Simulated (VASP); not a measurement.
Wanted: the native input for a VASP 6.6.1 run.

```
Task                   : single point
Functional             : PBE
Potentials or basis    : VASP PAW PBE potentials, release 64 (Te, Mo_sv)
Cutoff                 : 520 eV
k mesh                 : 3 × 3 × 6
Occupations            : gaussian, width 0.1 eV
Spin                   : collinear spin
Starting moments       : [0.0, 0.0, 0.0, 0.0, 0.0, 1.0] μB
Dipole correction      : no
Further INCAR settings : ALGO = Normal; EDIFF = 1e-07; NBANDS = 35
```

The structure of Te5Mo lies in POSCAR:

```
Te5Mo
1.0
    8.4283018050      0.0000000000      0.0000000000
   -4.2141509025      7.2991234739      0.0000000000
    0.0000000000      0.0000000000      3.2376149571
Te Mo
5 1
Direct
    0.0000000000      0.2564913335      0.5000000000
    0.7435086665      0.7435086665      0.5000000000
    0.2564913335      0.0000000000      0.5000000000
    0.6666666667      0.3333333333      0.0000000000
    0.3333333333      0.6666666667      0.0000000000
    0.0000000000      0.0000000000      0.0000000000
```

The cell was built from a structure type or drawn by symmetry, and may not be a known phase.

The input as run:

INCAR

```
SYSTEM = Te5Mo
PREC = Accurate
ENCUT = 520
EDIFF = 1E-7
ISMEAR = 0
SIGMA = 0.1
LREAL = .FALSE.
LASPH = .TRUE.
NELM = 150
ALGO = Normal
ISIF = 2
LWAVE = .FALSE.
LCHARG = .TRUE.
ISPIN = 2
MAGMOM = 0 0 0 0 0 1
LORBIT = 11
LMAXMIX = 4
GGA = PE
LELF = .TRUE.
LVHAR = .TRUE.
NBANDS = 35
```

KPOINTS

```
Automatic mesh
0
G
  3 3 6
  0 0 0
```

Potentials or basis: VASP PAW PBE potentials, release 64 (Te, Mo_sv).

Launch:

```bash
$ cat potpaw_PBE.64/Te/POTCAR potpaw_PBE.64/Mo_sv/POTCAR > POTCAR
$ mpirun -np 1 vasp_std > vasp.out
```

It gave:

```yaml
Pressure: -0.1 GPa
Band_gap_on_the_k_mesh: zero (filled and empty bands overlap)
Net_moment: 0.00 μB per cell
Valence_electrons_inside_the_program's_atomic_spheres: Te 3.33, 3.24 (each value once); Mo 12.46
```

Caveat: spin-orbit coupling is left out, which moves the levels of the heavy elements.

Wall time 6.1 min on 1 thread of Intel Xeon 8259CL, on a shared host, peak memory 0.44 GiB.
